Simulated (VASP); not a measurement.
# CsLiCr2Te2S3 (P1) in VASP: single point with revPBE

Aim: the single point of CsLiCr2Te2S3 with revPBE.

Program: VASP 6.6.1. These are calculated values, not measurements. Logs are shortened: lines on timing, memory, paths and dates and some standing lists are left out, and cuts for length are marked.

## 1. The cell of the first run

The typed cell holds 18 atoms: a = 3.711 Å, b = 6.384 Å, c = 20.999 Å, α = 90.04°, β = 89.79°, γ = 90.00°.

## 2. Single point, revPBE, collinear spin, ferromagnetic start

The input, INCAR:

```
SYSTEM = CsLiCr2Te2S3
ALGO     = Normal         ! electronic algorithm
EDIFF    = 1E-6           ! SCF threshold, eV
ENCUT    = 750            ! plane-wave cutoff, eV
GGA      = RE             ! functional
GGA_COMPAT= .FALSE.      
ISIF     = 2              ! what is computed and relaxed
ISMEAR   = -1             ! smearing method
ISPIN    = 2              ! spin polarisation
KPAR     = 4            
LASPH    = .TRUE.         ! aspherical terms in the spheres
LCHARG   = .FALSE.        ! write CHGCAR
LMAXMIX  = 4              ! l up to which the mixer works
LORBIT   = 11             ! projections on sites
LREAL    = .FALSE.        ! projectors in reciprocal space
LWAVE    = .FALSE.        ! write WAVECAR
MAGMOM   = 0 0 0 0 3 3 3 3 0 0 0 0 0 0 0 0 0 0 ! initial moments
NBANDS   = 85             ! bands
NELM     = 200            ! most SCF steps
PREC     = Accurate       ! precision mode
SIGMA    = 0.05           ! smearing width, eV
```

The input, KPOINTS:

```
k-points
0
G
  5 3 1
  0 0 0
```

The input, POSCAR:

```
CsLiCr2Te2S3
1.0
    3.7106910209     -0.0002987923     -0.0029633923
    0.0004869529      6.3837706084     -0.0034501980
    0.0937936732     -0.0039760739     20.9985174351
Cs Li Cr Te S
2 2 4 4 6
Direct
    0.0052987991      0.9994454230      0.6330966406
    0.5046781973      0.4961131160      0.6635188513
    0.4981629458      0.8335783701      0.9777966531
    0.9981686796      0.3361903260      0.9777075179
    0.9953683350      0.0002501961      0.1121215047
    0.4953662973      0.4998330174      0.1122227127
    0.0010854795      0.6693079648      0.8362810365
    0.5010382486      0.1667255562      0.8385738879
    0.0080091504      0.5909000453      0.5042627205
    0.5082242488      0.2356298901      0.4920477476
    0.4936469182      0.8341642452      0.1949767084
    0.9936446367      0.3338415925      0.1950932987
    0.9997950504      0.9989352203      0.8984226135
    0.4998173361      0.5042002384      0.8973091831
    0.9965451850      0.6660066607      0.0554199256
    0.4965510911      0.1665337636      0.0551225823
    0.5023246824      0.8412637203      0.7764822296
    0.0022647186      0.3270606540      0.7795241860
```

Potentials or basis: VASP PAW PBE potentials, release 64 (Cs_sv, Li_sv, Cr_pv, Te, S).

Started as:

```bash
$ cat potpaw_PBE.64/Cs_sv/POTCAR potpaw_PBE.64/Li_sv/POTCAR potpaw_PBE.64/Cr_pv/POTCAR potpaw_PBE.64/Te/POTCAR potpaw_PBE.64/S/POTCAR > POTCAR
$ mpirun -np 4 vasp_std > vasp.out
```

OUTCAR:

```text
SYSTEM = CsLiCr2Te2S3
   EDIFF = 1E-6
   ENCUT = 750
   GGA = RE
   ISIF = 2
   ISMEAR = -1
   ISPIN = 2
   LASPH = .TRUE.
   LORBIT = 11
   LREAL = .FALSE.
   NELM = 200
   PREC = Accurate

 ion  position               nearest neighbor table
   1  0.005  0.999  0.633-
   2  0.505  0.496  0.664-
   3  0.498  0.834  0.978-  16 2.67  15 2.69  15 2.69  14 2.70
   4  0.998  0.336  0.978-  15 2.66  16 2.69  16 2.69
   5  0.995  0.000  0.112-  15 2.44  16 2.45  16 2.45  12 2.75  11 2.76  11 2.76
   6  0.495  0.500  0.112-  16 2.44  15 2.45  15 2.45  11 2.75  12 2.76  12 2.76
   7  0.001  0.669  0.836-  13 2.48  18 2.49  14 2.49  14 2.49  17 2.50  17 2.50
   8  0.501  0.167  0.839-  17 2.45  18 2.46  18 2.46  14 2.48  13 2.48  13 2.48
   9  0.008  0.591  0.504-  10 2.94  10 2.94
  10  0.508  0.236  0.492-   9 2.94   9 2.94
  11  0.494  0.834  0.195-   6 2.75   5 2.76   5 2.76
  12  0.994  0.334  0.195-   5 2.75   6 2.76   6 2.76
  13  1.000  0.999  0.898-   7 2.48   8 2.48   8 2.48
  14  0.500  0.504  0.897-   8 2.48   7 2.49   7 2.49   3 2.70
  15  0.997  0.666  0.055-   5 2.44   6 2.45   6 2.45   4 2.66   3 2.69   3 2.69
  16  0.497  0.167  0.055-   6 2.44   5 2.45   5 2.45   3 2.67   4 2.69   4 2.69
  17  0.502  0.841  0.776-   8 2.45   7 2.50   7 2.50
  18  0.002  0.327  0.780-   8 2.46   8 2.46   7 2.49

  LATTYP: Found a triclinic cell.
 ALAT       =     3.7106922162
 B/A-ratio  =     1.9898912623
 C/A-ratio  =     5.6589784493
 COS(alpha) =     0.0012126772
 COS(beta)  =     0.0036680489
 COS(gamma) =     0.5025367282

  Lattice vectors:

 A1 = (   3.7106910209,  -0.0002987923,  -0.0029633923)
 A2 = (   3.7111779738,   6.3834718161,  -0.0064135903)
 A3 = (   0.0937936732,  -0.0039760739,  20.9985174351)

Analysis of symmetry for initial positions (statically):
=====================================================================
 Subroutine PRICEL returns:
 Original cell was already a primitive cell.

 Routine SETGRP: Setting up the symmetry group for a
 triclinic supercell.

 Subroutine GETGRP returns: Found  1 space group operations
 (whereof  1 operations were pure point group operations)
 out of a pool of  2 trial point group operations.

The static configuration has the point symmetry C_1 .

Analysis of symmetry for dynamics (positions and initial velocities):
=====================================================================
 Subroutine PRICEL returns:
 Original cell was already a primitive cell.

 Routine SETGRP: Setting up the symmetry group for a
 triclinic supercell.

 Subroutine GETGRP returns: Found  1 space group operations
 (whereof  1 operations were pure point group operations)
 out of a pool of  2 trial point group operations.

The dynamic configuration has the point symmetry C_1 .

Analysis of structural, dynamic, and magnetic symmetry:
=====================================================================
 Subroutine PRICEL returns:
 Original cell was already a primitive cell.

 Routine SETGRP: Setting up the symmetry group for a
 triclinic supercell.

 Subroutine GETGRP returns: Found  1 space group operations
 (whereof  1 operations were pure point group operations)
 out of a pool of  2 trial point group operations.

The overall configuration has the point symmetry C_1 .

 Subroutine INISYM returns: Found  1 space group operations
 (whereof  1 operations are pure point group operations),
 and found     1 'primitive' translations

----------------------------------------------------------------------------------------

                                     Primitive cell

  volume of cell :     497.4188

  direct lattice vectors                    reciprocal lattice vectors
     3.710691021 -0.000298792 -0.002963392     0.269490621 -0.000021207 -0.001203733
     0.000486953  6.383770608 -0.003450198     0.000012637  0.156647248  0.000029605
     0.093793673 -0.003976074 20.998517435     0.000038034  0.000025735  0.047622245

  length of vectors
     3.710692216  6.383771559 20.998727284     0.269493310  0.156647251  0.047622267

  position of ions in fractional coordinates (direct lattice)
     0.005298799  0.999445423  0.633096641
     0.504678197  0.496113116  0.663518851
     0.498162946  0.833578370  0.977796653
     0.998168680  0.336190326  0.977707518
     0.995368335  0.000250196  0.112121505
     0.495366297  0.499833017  0.112222713
[... 55 lines left out ...]
 Subroutine IBZKPT returns following result:
 ===========================================

 Found      8 irreducible k-points:

 Following reciprocal coordinates:
            Coordinates               Weight
  0.000000  0.000000  0.000000      1.000000
  0.200000  0.000000 -0.000000      2.000000
  0.400000  0.000000 -0.000000      2.000000
 -0.000000  0.333333  0.000000      2.000000
  0.200000  0.333333 -0.000000      2.000000
  0.400000  0.333333  0.000000      2.000000
 -0.400000  0.333333  0.000000      2.000000
 -0.200000  0.333333 -0.000000      2.000000
   k-points           NKPTS =      8   k-points in BZ     NKDIM =      8   number of bands    NBANDS=     85
   number of dos      NEDOS =    301   number of ions     NIONS =     18
   total plane-waves  NPLWV = 414720
   dimension x,y,z NGX =    36 NGY =   60 NGZ =  192
   dimension x,y,z NGXF=    72 NGYF=  120 NGZF=  384
   ions per type =               2   2   4   4   6
   NGX,Y,Z   is equivalent  to a cutoff of  16.13, 15.63, 15.20 a.u.
   NGXF,Y,Z  is equivalent  to a cutoff of  32.26, 31.25, 30.40 a.u.
 SYSTEM =  CsLiCr2Te2S3
   PREC   = accura    normal or accurate (medium, high low for compatibility)
   ISTART =      0    job   : 0-new  1-cont  2-samecut
   ICHARG =      2    charge: 1-file 2-atom 10-const
   ISPIN  =      2    spin polarized calculation?
   LNONCOLLINEAR =      F non collinear calculations
   LSORBIT =      F    spin-orbit coupling
   LASPH  =      T    aspherical Exc in radial PAW
   ENCUT  =  750.0 eV  55.12 Ry    7.42 a.u.   8.29 14.25 46.89*2*pi/ulx,y,z
   NELM   =    200;   NELMIN=  2; NELMDL= -5     # of ELM steps
   EDIFF  = 0.1E-05   stopping-criterion for ELM
   LREAL  =      F    real-space projection
   EDIFFG = 0.1E-04   stopping-criterion for IOM
   NSW    =      0    number of steps for IOM
   IBRION =     -1    ionic relax: 0-MD 1-quasi-New 2-CG
   NFREE  =      0    steps in history (QN), initial steepest desc. (CG)
   ISIF   =      2    stress and relaxation
   ISYM   =      2    0-nonsym 1-usesym 2-fastsym
   POTIM  = 0.5000    time-step for ionic-motion
   TEBEG  =    0.0;   TEEND  =   0.0 temperature during run
   PSTRESS=    0.0 pullay stress
   NELECT =     132.0000    total number of electrons
   NUPDOWN=      -1.0000    fix difference up-down
   EMIN   =  10.00;   EMAX   =-10.00  energy-range for DOS
   EFERMI =   0.00;   METHOD = LEGACY
   ISMEAR =    -1;   SIGMA  =   0.05  broadening in eV -4-tet -1-fermi 0-gaus
   EFERMI_NEDOS =   21; number of points for ismear=-14 and -15
   IALGO  =     38    algorithm
   IMIX   =      4    mixing-type and parameters
     AMIX     =   0.40;   BMIX     =  1.00
     AMIX_MAG =   1.60;   BMIX_MAG =  1.00
  volume/ion in A,a.u.               =      27.63       186.49
  Fermi-wavevector in a.u.,A,eV,Ry     =   1.052023  1.988036 15.058292  1.106753
  Thomas-Fermi vector in A             =   2.187090
   LORBIT       =     11    0 simple, 1 ext, 2 COOP (PROOUT), +10 PAW based schemes
   GGA     = RE    functional components
   LHFCALC =     F    Hartree Fock is set to
   AEXX    =    0.0000 exact exchange contribution
   IVDW    =     0    specifies the selected vdW correction
   LEPSILON=     F    determine dielectric tensor
   LRPA    =     F    only Hartree local field effects (RPA)
 spin polarized calculation
  energy-cutoff  :      750.00
  volume of cell :      497.42
 maximum number of plane-waves:     23227
 NGX is ok and might be reduce to    36
   NGX = 17   NGY = 29   NGZ = 93

 number of electron     132.0000007 magnetization      11.4122350

 Free energy of the ion-electron system (eV)
  ---------------------------------------------------
  ext. energy  EPLUGINS =         0.00000000
  ---------------------------------------------------
  free energy    TOTEN  =       -87.80948758 eV

  energy without entropy =      -87.76725008  energy(sigma->0) =      -87.78836883

 E-fermi :   3.8537     XC(G=0):  -8.3036

 val. band max:        3.7823793684   @ k =  -0.0000   0.3333   0.0000
 cond. band min:       3.8881177328   @ k =   0.2000   0.3333  -0.0000
 fundamental gap:      0.1057383644
 Fermi energy:         3.8537352819

 spin component 1

 k-point     1 :       0.0000    0.0000    0.0000
  band No.  band energies     occupation
      1     -42.7965      1.00000
      2     -42.7452      1.00000
      3     -40.8816      1.00000
      4     -40.8695      1.00000
      5     -40.8650      1.00000
      6     -40.8479      1.00000
[... 637 lines left out ...]
     77       4.8843      0.00000
     78       4.9837      0.00000
 Fermi energy:         3.8537352819

 spin component 2

 k-point     1 :       0.0000    0.0000    0.0000
  band No.  band energies     occupation
      1     -42.8001      1.00000
      2     -42.7483      1.00000
      3     -37.8341      1.00000
      4     -37.8294      1.00000
      5     -37.8226      1.00000
      6     -37.8154      1.00000
[... 637 lines left out ...]
     77       6.1202      0.00000
     78       6.1802      0.00000
 [bands above 78 left out]

------------------------ aborting loop because EDIFF is reached ----------------------------------------

  FORCE on cell =-STRESS in cart. coord.  units (eV):
  Direction    XX          YY          ZZ          XY          YZ          ZX
  --------------------------------------------------------------------------------------
  -------------------------------------------------------------------------------------
  Total       -0.0347393      0.0075950      0.0981630     -0.0000825     -0.0075496      0.0000718
  in kB       -0.1118945      0.0244635      0.3161812     -0.0002658     -0.0243173      0.0002312
  external PRESSURE =       0.0762501 kB  Pullay stress =       0.0000000 kB

 VOLUME and BASIS-vectors are now :
 -----------------------------------------------------------------------------
  energy-cutoff  :      750.00
  volume of cell :      497.42
      direct lattice vectors                 reciprocal lattice vectors
     3.710691021 -0.000298792 -0.002963392     0.269490621 -0.000021207 -0.001203733
     0.000486953  6.383770608 -0.003450198     0.000012637  0.156647248  0.000029605
     0.093793673 -0.003976074 20.998517435     0.000038034  0.000025735  0.047622245

 POSITION                                       TOTAL-FORCE (eV/Angst)
 -----------------------------------------------------------------------------------
      0.07953      6.37771     13.29063         0.000027     -0.001672     -0.001337
      1.93518      3.16428     13.92970        -0.000003      0.001185     -0.001721
      1.94065      5.31734     20.52793        -0.000115     -0.000384     -0.000494
      3.79576      2.14198     20.52629        -0.000132      0.000256     -0.000410
      3.70402      0.00085      2.35143         0.000032      0.001477     -0.007258
      1.84892      3.19023      2.35332         0.000054     -0.000538     -0.005991
[... 10 lines left out ...]
      1.93721      5.36720     16.30058         0.000026      0.006802      0.006836
      0.08168      2.08478     16.36772         0.000025     -0.006674      0.012025
 -----------------------------------------------------------------------------------
    total drift:                               -0.000331      0.000037     -0.000050

  FREE ENERGIE OF THE ION-ELECTRON SYSTEM (eV)
  ---------------------------------------------------
  free  energy   TOTEN  =       -87.8094875823 eV

  energy  without entropy=      -87.7672500787  energy(sigma->0) =      -87.78836883

 total charge

# of ion       s       p       d       tot
------------------------------------------
    1        1.838   4.706   0.063   6.608
    2        1.840   4.703   0.083   6.626
    3        2.005   0.029   0.000   2.034
    4        2.005   0.028   0.000   2.033
    5        0.266   6.231   4.072  10.570
    6        0.267   6.232   4.073  10.571
[... 10 lines left out ...]
   17        1.330   2.405   0.000   3.735
   18        1.330   2.418   0.000   3.748
--------------------------------------------------
tot         22.278  56.568  16.415  95.261

 magnetization (x)

# of ion       s       p       d       tot
------------------------------------------
    1        0.001  -0.000   0.001   0.001
    2        0.000  -0.003   0.000  -0.002
    3       -0.000  -0.001   0.000  -0.001
    4       -0.000  -0.001   0.000  -0.002
    5        0.040   0.032   2.814   2.886
    6        0.040   0.032   2.811   2.883
[... 10 lines left out ...]
   17       -0.005  -0.089   0.000  -0.094
   18       -0.005  -0.088   0.000  -0.094
--------------------------------------------------
tot          0.124  -0.763  11.465  10.826
```

It took 13 min on 4 MPI ranks of AMD EPYC 7R13 (Zen 3), shared host; peak memory 1.8 GiB.

What came out:

```yaml
Free_energy: -87.8095 eV
Pressure: 0.0 GPa
Largest_force: 0.014 eV/Å
Net_moment: 11.41 μB per cell
Site_moments: Cs +0.00, -0.00; Li -0.00; Cr +2.89, +2.88, +3.01, +2.99; Te +0.01, -0.20 (each value once); S -0.09 μB
Valence_electrons_inside_the_program's_atomic_spheres: Cs 6.61, 6.63; Li 2.03; Cr 10.57, 10.48, 10.51 (each value once); Te 3.31, 3.37 (each value once); S 3.74, 3.73, 3.75 (each value once)
```

Forces on the atoms (eV/Å):
```
Cs   0.000 -0.002 -0.001
Cs   0.000  0.001 -0.002
Li   0.000  0.000  0.000
Li   0.000  0.000  0.000
Cr   0.000  0.001 -0.007
Cr   0.000 -0.001 -0.006
Cr   0.000  0.001  0.000
Cr   0.000  0.001  0.000
Te   0.000  0.006 -0.009
Te   0.000 -0.005 -0.012
Te   0.000  0.000  0.007
Te   0.000 -0.001  0.007
S    0.000 -0.001  0.007
S    0.000  0.000  0.008
S    0.000  0.000 -0.006
S    0.000  0.000 -0.003
S    0.000  0.007  0.007
S    0.000 -0.007  0.012
```

Levels at points of the mesh, in eV from the Fermi level:
Spin up:
| k point | band 69 | band 70 | band 71 | band 72 | band 73 | band 74 |
| --- | --- | --- | --- | --- | --- | --- |
| (0.00, 0.00, 0.00) | -0.82 | -0.44 | 0.32 | 0.36 | 0.85 | 1.09 |
Spin down:
```csv
k point,band 56,band 57,band 58,band 59,band 60,band 61,band 62,band 63,band 64,band 65
"(0.00, 0.00, 0.00)",-1.21,-0.99,-0.95,0.59,0.59,0.63,1.02,1.07,1.10,1.14
```

Caveat: the PAW data sets were made with another functional, which shifts forces and pressure a little; spin-orbit coupling is left out, which moves the levels of the heavy elements; only a ferromagnetic start was run, and an antiferromagnetic order may lie lower in energy. With open d or f shells a metallic result of revPBE can be an artefact of self-interaction; +U or a hybrid may open a gap.
